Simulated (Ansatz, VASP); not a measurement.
## WSe2: VASP beside Ansatz

```xyz
6
Lattice="3.3210 0.0000 0.0000 -1.6605 2.8761 0.0000 0.0000 0.0000 15.0438" Properties=species:S:1:pos:R:3 pbc="T T T"
W     1.6605    0.9587   11.2829
W     0.0000    1.9174    3.7610
Se    0.0000    1.9174   12.9609
Se    1.6605    0.9587    5.4390
Se    0.0000    1.9174    9.6048
Se    1.6605    0.9587    2.0829
```

Alike in both runs: functional PBE; k mesh 12 × 12 × 2; occupations gaussian, width 0.02 eV; no spin polarisation.

Ansatz relaxed the structure, and its values are those at the end. VASP's run is a single point on that final structure, the one shown.

|  | VASP | Ansatz |
| --- | --- | --- |
| version | VASP 6.6.1 | Ansatz 0.2.0 |
| potentials or method | VASP PAW PBE potentials, release 64 (W_sv, Se), cutoff 500 eV | scalar-relativistic, plane waves, PAW |
| valence electrons in the cell | 52 | 92 |

```tsv
	VASP	Ansatz	Ansatz less VASP
gap on the k mesh at the Fermi level (eV)	1.46	1.46	-0.001
least direct gap on the mesh (eV)	1.52	1.52	+0.003
pressure (GPa)	0.3	0.0	-0.24
rms of the force components (eV/Å)	0.021	0.001	-0.0208
```

The functional is the same, so the differences come from potentials, cutoffs and numerics. VASP's potentials hold 52 valence electrons a cell and Ansatz's 92, so a difference there can come from the potentials and not from the codes.

Spin-orbit coupling is off throughout.
